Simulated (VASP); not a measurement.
# AlN (I-4m2) in VASP: further runs

Runs on AlN. Level: LDA. Tasks: single point.

Program: VASP 6.6.1. These are calculated values, not measurements. Logs are shortened: lines on timing, memory, paths and dates and some standing lists are left out, and cuts for length are marked.

## Step 1: The cell of the first run

Symmetry: I-4m2, No. 119, tetragonal system. Conventional cell: a = 3.009 Å, b = 3.009 Å, c = 4.433 Å, α = 90.00°, β = 90.00°, γ = 90.00°. Al (site symmetry -4m2) has 4 N at 1.87 Å within 2.5 Å. Within 2.5 Å of N (site symmetry -4m2) lie 4 Al at 1.87 Å.

## Step 2: Single point, LDA (in-plane strain -0.02, then relaxed in part)

Contents of INCAR:

```
SYSTEM = AlN
ALGO = Normal ; EDIFF = 1E-7
ENCUT = 520 ; GGA = CA
ISIF = 2 ; ISMEAR = 0
LASPH = .TRUE. ; LCHARG = .FALSE.
LREAL = .FALSE. ; LWAVE = .FALSE.
NBANDS = 11 ; NELM = 100
PREC = Accurate ; SIGMA = 0.01
```

Contents of KPOINTS:

```
k-points
0
G
  10 10 10
  0 0 0
```

Contents of POSCAR:

```
AlN
1.0
    2.1277202342      2.1277202342      0.0000000000
   -2.1277202342      2.1277202342      0.0000000000
    0.0000000000      2.1277202342      2.2166930303
Al N
1 1
Direct
    0.0000000000      0.0000000000      0.0000000000
    0.2500000000      0.7500000000      0.5000000000
```

Potentials or basis: VASP PAW LDA potentials, release 64 (Al, N).

Command:

```bash
$ cat potpaw_LDA.64/Al/POTCAR potpaw_LDA.64/N/POTCAR > POTCAR
$ mpirun -np 1 vasp_std > vasp.out
```

OUTCAR:

```text
SYSTEM = AlN
   EDIFF = 1E-7
   ENCUT = 520
   GGA = CA
   ISIF = 2
   ISMEAR = 0
   LASPH = .TRUE.
   LREAL = .FALSE.
   NELM = 100
   PREC = Accurate

 ion  position               nearest neighbor table
   1  0.000  0.000  0.000-   2 1.87   2 1.87   2 1.87   2 1.87
   2  0.250  0.750  0.500-   1 1.87   1 1.87   1 1.87   1 1.87

  LATTYP: Found a body centered tetragonal cell.
 ALAT       =     3.0090508121
 C/A-ratio  =     1.4733503478

  Lattice vectors:

 A1 = (   2.1277202342,   0.0000000000,  -2.2166930303)
 A2 = (  -2.1277202342,   0.0000000000,  -2.2166930303)
 A3 = (   0.0000000000,   2.1277202342,   2.2166930303)

Analysis of symmetry for initial positions (statically):
=====================================================================
 Subroutine PRICEL returns:
 Original cell was already a primitive cell.

 Routine SETGRP: Setting up the symmetry group for a
 body centered tetragonal supercell.

 Subroutine GETGRP returns: Found  8 space group operations
 (whereof  8 operations were pure point group operations)
 out of a pool of 16 trial point group operations.

The static configuration has the point symmetry D_2d.

Analysis of symmetry for dynamics (positions and initial velocities):
=====================================================================
 Subroutine PRICEL returns:
 Original cell was already a primitive cell.

 Routine SETGRP: Setting up the symmetry group for a
 body centered tetragonal supercell.

 Subroutine GETGRP returns: Found  8 space group operations
 (whereof  8 operations were pure point group operations)
 out of a pool of 16 trial point group operations.

The dynamic configuration has the point symmetry D_2d.

 Subroutine INISYM returns: Found  8 space group operations
 (whereof  8 operations are pure point group operations),
 and found     1 'primitive' translations

----------------------------------------------------------------------------------------

                                     Primitive cell

  volume of cell :      20.0708

  direct lattice vectors                    reciprocal lattice vectors
     2.127720234  2.127720234  0.000000000     0.234993300  0.234993300 -0.225561227
    -2.127720234  2.127720234  0.000000000    -0.234993300  0.234993300 -0.225561227
     0.000000000  2.127720234  2.216693030     0.000000000  0.000000000  0.451122454

  length of vectors
     3.009050812  3.009050812  3.072608238     0.401648565  0.401648565  0.451122454

  position of ions in fractional coordinates (direct lattice)
     0.000000000  0.000000000  0.000000000
     0.250000000  0.750000000  0.500000000

  ion indices of the primitive-cell ions
   primitive index   ion index
                 1           1
                 2           2

----------------------------------------------------------------------------------------

 KPOINTS: k-points

Automatic generation of k-mesh.
 Grid dimensions read from file:
 generate k-points for:   10   10   10

 Generating k-lattice:

  Cartesian coordinates                     Fractional coordinates (reciprocal lattice)
     0.023499330  0.023499330 -0.022556123     0.100000000  0.000000000 -0.000000000
    -0.023499330  0.023499330 -0.022556123     0.000000000  0.100000000 -0.000000000
     0.000000000  0.000000000  0.045112245     0.000000000  0.000000000  0.100000000

  Length of vectors
     0.040164856  0.040164856  0.045112245

  Shift w.r.t. Gamma in fractional coordinates (k-lattice)
     0.000000000  0.000000000  0.000000000

 Subroutine IBZKPT returns following result:
 ===========================================

 Found    102 irreducible k-points:

 Following reciprocal coordinates:
            Coordinates               Weight
  0.000000  0.000000  0.000000      1.000000
  0.100000  0.000000  0.000000      8.000000
  0.200000  0.000000  0.000000      8.000000
  0.300000  0.000000 -0.000000      8.000000
  0.400000  0.000000 -0.000000      8.000000
  0.500000  0.000000 -0.000000      4.000000
[... 16 lines left out ...]
  0.300000  0.300000 -0.000000      8.000000
  0.400000  0.300000 -0.000000     16.000000
 [... further k-points ...]
   k-points           NKPTS =    102   k-points in BZ     NKDIM =    102   number of bands    NBANDS=     11
   number of dos      NEDOS =    301   number of ions     NIONS =      2
   total plane-waves  NPLWV =  13824
   dimension x,y,z NGX =    24 NGY =   24 NGZ =   24
   dimension x,y,z NGXF=    48 NGYF=   48 NGZF=   48
   ions per type =               1   1
   NGX,Y,Z   is equivalent  to a cutoff of  13.26, 13.26, 12.99 a.u.
   NGXF,Y,Z  is equivalent  to a cutoff of  26.52, 26.52, 25.97 a.u.
 SYSTEM =  AlN
   PREC   = accura    normal or accurate (medium, high low for compatibility)
   ISTART =      0    job   : 0-new  1-cont  2-samecut
   ICHARG =      2    charge: 1-file 2-atom 10-const
   ISPIN  =      1    spin polarized calculation?
   LNONCOLLINEAR =      F non collinear calculations
   LSORBIT =      F    spin-orbit coupling
   LASPH  =      T    aspherical Exc in radial PAW
   ENCUT  =  520.0 eV  38.22 Ry    6.18 a.u.   5.59  5.59  5.71*2*pi/ulx,y,z
   NELM   =    100;   NELMIN=  2; NELMDL= -5     # of ELM steps
   EDIFF  = 0.1E-06   stopping-criterion for ELM
   LREAL  =      F    real-space projection
   EDIFFG = 0.1E-05   stopping-criterion for IOM
   NSW    =      0    number of steps for IOM
   IBRION =     -1    ionic relax: 0-MD 1-quasi-New 2-CG
   NFREE  =      0    steps in history (QN), initial steepest desc. (CG)
   ISIF   =      2    stress and relaxation
   ISYM   =      2    0-nonsym 1-usesym 2-fastsym
   POTIM  = 0.5000    time-step for ionic-motion
   TEBEG  =    0.0;   TEEND  =   0.0 temperature during run
   PSTRESS=    0.0 pullay stress
   NELECT =       8.0000    total number of electrons
   NUPDOWN=      -1.0000    fix difference up-down
   EMIN   =  10.00;   EMAX   =-10.00  energy-range for DOS
   EFERMI =   0.00;   METHOD = LEGACY
   ISMEAR =     0;   SIGMA  =   0.01  broadening in eV -4-tet -1-fermi 0-gaus
   EFERMI_NEDOS =   21; number of points for ismear=-14 and -15
   IALGO  =     38    algorithm
   IMIX   =      4    mixing-type and parameters
     AMIX     =   0.40;   BMIX     =  1.00
     AMIX_MAG =   1.60;   BMIX_MAG =  1.00
  volume/ion in A,a.u.               =      10.04        67.72
  Fermi-wavevector in a.u.,A,eV,Ry     =   1.204805  2.276751 19.749594  1.451554
  Thomas-Fermi vector in A             =   2.340519
   LORBIT       =      0    0 simple, 1 ext, 2 COOP (PROOUT), +10 PAW based schemes
   GGA     = CA    functional components
   LHFCALC =     F    Hartree Fock is set to
   AEXX    =    0.0000 exact exchange contribution
   IVDW    =     0    specifies the selected vdW correction
   LEPSILON=     F    determine dielectric tensor
   LRPA    =     F    only Hartree local field effects (RPA)
 non-spin polarized calculation
 Gauss-broadening in eV      SIGMA  =   0.01
  energy-cutoff  :      520.00
  volume of cell :       20.07
 maximum number of plane-waves:       548
 NGX is ok and might be reduce to    24
   NGX = 11   NGY = 11   NGZ = 11

 number of electron       8.0000000 magnetization

 Free energy of the ion-electron system (eV)
  ---------------------------------------------------
  ext. energy  EPLUGINS =         0.00000000
  ---------------------------------------------------
  free energy    TOTEN  =       -16.35821088 eV

  energy without entropy =      -16.35821088  energy(sigma->0) =      -16.35821088

 E-fermi :   6.2886     XC(G=0): -11.4312

 val. band max:        6.1503614780   @ k =   0.2000   0.0000   0.1000
 cond. band min:       9.2514368056   @ k =   0.5000   0.5000  -0.0000
 fundamental gap:      3.1010753276
 Fermi energy:         6.2886212324

 k-point     1 :       0.0000    0.0000    0.0000
  band No.  band energies     occupation
      1      -8.9739      2.00000
      2       5.9494      2.00000
      3       6.1374      2.00000
      4       6.1374      2.00000
      5      10.6358      0.00000
      6      18.7676      0.00000
      7      18.7676      0.00000
      8      18.8016      0.00000
      9      23.1134      0.00000
     10      24.3513      0.00000
     11      24.5770      0.00000

 k-point     2 :       0.1000    0.0000    0.0000
  band No.  band energies     occupation
      1      -8.8177      2.00000
      2       5.2603      2.00000
      3       5.9524      2.00000
      4       6.0971      2.00000
      5      11.2704      0.00000
      6      18.3448      0.00000
      7      18.9185      0.00000
      8      18.9366      0.00000
      9      21.9858      0.00000
     10      23.1373      0.00000
     11      24.6633      0.00000

 k-point     3 :       0.2000    0.0000    0.0000
  band No.  band energies     occupation
      1      -8.3709      2.00000
      2       3.6281      2.00000
      3       5.7812      2.00000
      4       5.9969      2.00000
      5      12.3583      0.00000
      6      17.4876      0.00000
      7      18.6724      0.00000
      8      19.0337      0.00000
      9      21.8231      0.00000
     10      22.3129      0.00000
     11      23.8326      0.00000

 k-point     4 :       0.3000    0.0000   -0.0000
  band No.  band energies     occupation
      1      -7.7150      2.00000
      2       1.9156      2.00000
      3       5.5919      2.00000
      4       5.8826      2.00000
      5      13.1475      0.00000
      6      16.7033      0.00000
      7      17.9175      0.00000
      8      18.4815      0.00000
      9      22.9953      0.00000
     10      23.1606      0.00000
     11      23.8144      0.00000
[... 239 lines left out ...]
 k-point    22 :      -0.2000    0.2000    0.0000
  band No.  band energies     occupation
      1      -8.1519      2.00000
      2       3.9156      2.00000
      3       5.2320      2.00000
      4       5.3371      2.00000
      5      12.4594      0.00000
      6      16.9039      0.00000
      7      18.4112      0.00000
      8      19.3470      0.00000
      9      20.1247      0.00000
     10      24.6424      0.00000
     11      27.2792      0.00000

 k-point    23 :       0.3000    0.3000   -0.0000
  band No.  band energies     occupation
      1      -6.4045      2.00000
      2       1.4717      2.00000
      3       2.8065      2.00000
      4       5.0721      2.00000
      5      12.7768      0.00000
      6      15.9061      0.00000
      7      18.6745      0.00000
      8      19.1002      0.00000
      9      23.2484      0.00000
     10      23.7227      0.00000
     11      30.0666      0.00000

 k-point    24 :       0.4000    0.3000   -0.0000
  band No.  band energies     occupation
      1      -6.1486      2.00000
      2       1.3897      2.00000
      3       2.7052      2.00000
      4       4.7353      2.00000
      5      11.7691      0.00000
      6      16.1553      0.00000
      7      19.1679      0.00000
      8      19.6695      0.00000
      9      21.9645      0.00000
     10      25.5016      0.00000
     11      30.7016      0.00000

 [... further k-points ...]
[... 5 lines left out ...]
  --------------------------------------------------------------------------------------
  -------------------------------------------------------------------------------------
  Total        0.8649439      0.8649439      0.0918024      0.0000000      0.0000000     -0.0000000
  in kB       69.0452648     69.0452648      7.3282490      0.0000000      0.0000000     -0.0000000
  external PRESSURE =      48.4729262 kB  Pullay stress =       0.0000000 kB

 VOLUME and BASIS-vectors are now :
 -----------------------------------------------------------------------------
  energy-cutoff  :      520.00
  volume of cell :       20.07
      direct lattice vectors                 reciprocal lattice vectors
     2.127720234  2.127720234  0.000000000     0.234993300  0.234993300 -0.225561227
    -2.127720234  2.127720234  0.000000000    -0.234993300  0.234993300 -0.225561227
     0.000000000  2.127720234  2.216693030     0.000000000  0.000000000  0.451122454

 POSITION                                       TOTAL-FORCE (eV/Angst)
 -----------------------------------------------------------------------------------
      0.00000      0.00000      0.00000         0.000000      0.000000      0.000000
     -1.06386      3.19158      1.10835        -0.000000     -0.000000      0.000000
 -----------------------------------------------------------------------------------
    total drift:                                0.000000      0.000000      0.000000

  FREE ENERGIE OF THE ION-ELECTRON SYSTEM (eV)
  ---------------------------------------------------
  free  energy   TOTEN  =       -16.3582108796 eV

  energy  without entropy=      -16.3582108796  energy(sigma->0) =      -16.35821088
```

Run time: 13 s. Hardware: 1 thread of Intel Xeon Platinum 8259CL at 2.50GHz (Skylake/Cascade Lake), shared host; peak memory 0.13 GiB.

What came out:

- Free energy: -16.3582 eV
- Pressure: 4.8 GPa
- Band gap on the k mesh: 3.10 eV, indirect (least direct gap 4.50 eV)

Levels at points of the mesh, in eV from the valence-band top:
```
           k point  band 1  band 2  band 3  band 4  band 5  band 6  band 7  band 8  band 9
(0.00, 0.00, 0.00)  -15.12   -0.20   -0.01   -0.01    4.49   12.62   12.62   12.65   16.96
(0.50, 0.00, 0.00)  -12.89   -6.15   -0.75   -0.38    7.45    9.94   10.85   11.51   18.09
(0.50, 0.50, 0.00)  -12.12   -5.02   -2.03   -2.02    3.10    8.34   14.41   15.12   16.39
(0.00, 0.00, 0.50)  -12.32   -5.42   -1.67   -1.67    3.31    8.97   13.68   16.10   16.10
```

Caveat: the cell differs from its parent crystal (in-plane strain -0.02, then relaxed in part). A k mesh can miss the band edges.

## Step 3: Single point, LDA (film at in-plane strain -0.02)

Contents of INCAR:

```
ALGO = Normal ; EDIFF = 1E-6
ENCUT = 520 ; GGA = CA
ISIF = 2 ; ISMEAR = 0
LASPH = True ; LCHARG = False
LREAL = False ; LWAVE = False
NBANDS = 11 ; NELM = 80
PREC = Accurate ; SIGMA = 0.01
```

Contents of KPOINTS:

```
k-points
0
Gamma
  10 10 10
```

POSCAR is that of step 2.

Potentials or basis: VASP PAW LDA potentials, release 64 (Al, N).

Command:

```bash
$ cat potpaw_LDA.64/Al/POTCAR potpaw_LDA.64/N/POTCAR > POTCAR
$ mpirun -np 1 vasp_std > vasp.out
```

Run time: 15 s. Hardware: 1 thread of Intel Xeon Platinum 8259CL at 2.50GHz (Skylake/Cascade Lake), shared host; peak memory 0.13 GiB.

The run converged. Its results:

| Item | Value |
| --- | --- |
| Free energy | -16.3582 eV |
| Pressure | 4.8 GPa |
| Band gap on the k mesh | 3.10 eV, indirect (least direct gap 4.50 eV) |

Stress tensor (GPa, compression positive):
```
6.90 0.00 0.00
0.00 6.90 0.00
0.00 0.00 0.73
```

Levels at points of the mesh, in eV from the valence-band top:
```csv
k point,band 1,band 2,band 3,band 4,band 5,band 6,band 7,band 8,band 9
"(0.00, 0.00, 0.00)",-15.12,-0.20,-0.01,-0.01,4.49,12.62,12.62,12.65,16.96
"(0.50, 0.00, 0.00)",-12.89,-6.15,-0.75,-0.38,7.45,9.94,10.85,11.51,18.09
"(0.50, 0.50, 0.00)",-12.12,-5.02,-2.03,-2.02,3.10,8.34,14.41,15.12,16.39
"(0.00, 0.00, 0.50)",-12.32,-5.42,-1.67,-1.67,3.31,8.97,13.68,16.10,16.10
```

Caveat: the cell differs from its parent crystal (film at in-plane strain -0.02). A k mesh can miss the band edges.

## Step 4: Single point, LDA (in-plane strain -0.01, then relaxed in part)

Contents of INCAR:

```
SYSTEM = AlN
PREC = Accurate ; ENCUT = 520
EDIFF = 1E-6 ; ISMEAR = 0
SIGMA = 0.01 ; LREAL = .False.
LASPH = .True. ; NELM = 80
ALGO = Normal ; ISIF = 2
LWAVE = .False. ; LCHARG = .False.
NBANDS = 11
```

Contents of KPOINTS:

```
regular mesh
0
Gamma
  10 10 10
  0 0 0
```

Contents of POSCAR:

```
AlN
1.0
    2.1494316652      2.1494316652      0.0000000000
   -2.1494316652      2.1494316652      0.0000000000
    0.0000000000      2.1494316652      2.1944758793
Al N
1 1
Direct
    0.0000000000      0.0000000000      0.0000000000
    0.2500000000      0.7500000000      0.5000000000
```

Command:

```bash
$ cat potpaw_LDA.64/Al/POTCAR potpaw_LDA.64/N/POTCAR > POTCAR
$ mpirun -np 1 vasp_std > vasp.out
```

Wall time 12 s (1 thread of Intel Xeon Platinum 8259CL at 2.50GHz (Skylake/Cascade Lake), shared host); peak memory 0.13 GiB.

The run converged. Its results:

* Free energy: -16.3708 eV
* Pressure: 2.6 GPa
* Band gap on the k mesh: 3.17 eV, indirect (least direct gap 4.45 eV)

Stress tensor (GPa, compression positive):
```
3.62 0.00 0.00
0.00 3.62 0.00
0.00 0.00 0.68
```

Levels at points of the mesh, in eV from the valence-band top:
```tsv
k point	band 1	band 2	band 3	band 4	band 5	band 6	band 7	band 8	band 9
(0.00, 0.00, 0.00)	-15.01	-0.09	0.00	0.00	4.45	12.56	12.56	12.58	17.34
(0.50, 0.00, 0.00)	-12.81	-6.06	-0.61	-0.43	7.46	9.92	10.93	11.30	18.05
(0.50, 0.50, 0.00)	-12.09	-5.00	-1.91	-1.91	3.17	8.43	14.21	15.42	16.05
(0.00, 0.00, 0.50)	-12.19	-5.21	-1.74	-1.74	3.28	8.75	13.84	15.91	15.91
```

Caveat: the cell differs from its parent crystal (in-plane strain -0.01, then relaxed in part). A k mesh can miss the band edges.

## Step 5: Single point, LDA (in-plane strain -0.01)

Contents of INCAR:

```
SYSTEM = AlN
PREC     = Accurate       ! precision mode
ENCUT    = 520            ! plane-wave cutoff, eV
EDIFF    = 1E-6           ! SCF threshold, eV
ISMEAR   = 0              ! smearing method
SIGMA    = 0.01           ! smearing width, eV
LREAL    = .FALSE.        ! projectors in reciprocal space
LASPH    = .TRUE.         ! aspherical terms in the spheres
NELM     = 80             ! most SCF steps
ALGO     = Normal         ! electronic algorithm
ISIF     = 2              ! what is computed and relaxed
LWAVE    = .FALSE.        ! write WAVECAR
LCHARG   = .FALSE.        ! write CHGCAR
GGA      = CA             ! functional
NBANDS   = 11             ! bands
```

Contents of KPOINTS:

```
Automatic mesh
0
G
  10 10 10
  0 0 0
```

Edit POSCAR of step 4 so:

```diff
@@ -4,3 +4,3 @@
    -2.1494316652      2.1494316652      0.0000000000
-    0.0000000000      2.1494316652      2.1944758793
+    0.0000000000      2.1494316652      2.1841699547
 Al N
```

Command:

```bash
$ cat potpaw_LDA.64/Al/POTCAR potpaw_LDA.64/N/POTCAR > POTCAR
$ mpirun -np 1 vasp_std > vasp.out
```

Run time: 15 s. Hardware: 1 thread of Intel Xeon Platinum 8259CL at 2.50GHz (Skylake/Cascade Lake), shared host; peak memory 0.13 GiB.

The run converged. Its results:

```
Free energy            : -16.3699 eV
Pressure               : 3.7 GPa
Band gap on the k mesh : 3.19 eV, indirect (least direct gap 4.50 eV)
```

Stress tensor (GPa, compression positive):
```
4.45 0.00 0.00
0.00 4.45 0.00
0.00 0.00 2.22
```

Levels at points of the mesh, in eV from the valence-band top:
```csv
k point,band 1,band 2,band 3,band 4,band 5,band 6,band 7,band 8
"(0.00, 0.00, 0.00)",-15.04,-0.07,0.00,0.00,4.50,12.62,12.62,12.64
"(0.50, 0.00, 0.00)",-12.82,-6.07,-0.58,-0.44,7.52,9.96,11.00,11.29
"(0.50, 0.50, 0.00)",-12.10,-5.03,-1.90,-1.89,3.19,8.49,14.25,15.57
"(0.00, 0.00, 0.50)",-12.18,-5.18,-1.76,-1.76,3.27,8.74,13.97,15.95
```

Caveat: the cell differs from its parent crystal (in-plane strain -0.01). A k mesh can miss the band edges.

## Step 6: Summary

| cell | gap on the mesh (eV) | pressure (GPa) |
| --- | --- | --- |
| a = 3.009, b = 3.009, c = 3.073 Å, angles 60.7, 60.7, 90.0°, 2 atoms | 3.10 | 4.8 |
| a = 3.040, b = 3.040, c = 3.072 Å, angles 60.3, 60.3, 90.0°, 2 atoms | 3.17 | 2.6 |
| a = 3.040, b = 3.040, c = 3.064 Å, angles 60.3, 60.3, 90.0°, 2 atoms | 3.19 | 3.7 |

Alike in all rows: task single point; level LDA; potentials or basis VASP PAW LDA potentials, release 64 (Al, N); no spin polarisation; k mesh 10 × 10 × 10; cutoff (eV) 520; smearing gaussian 0.01 eV.

Total energies depend on the potentials used, so only differences within one code and one set of settings carry meaning.
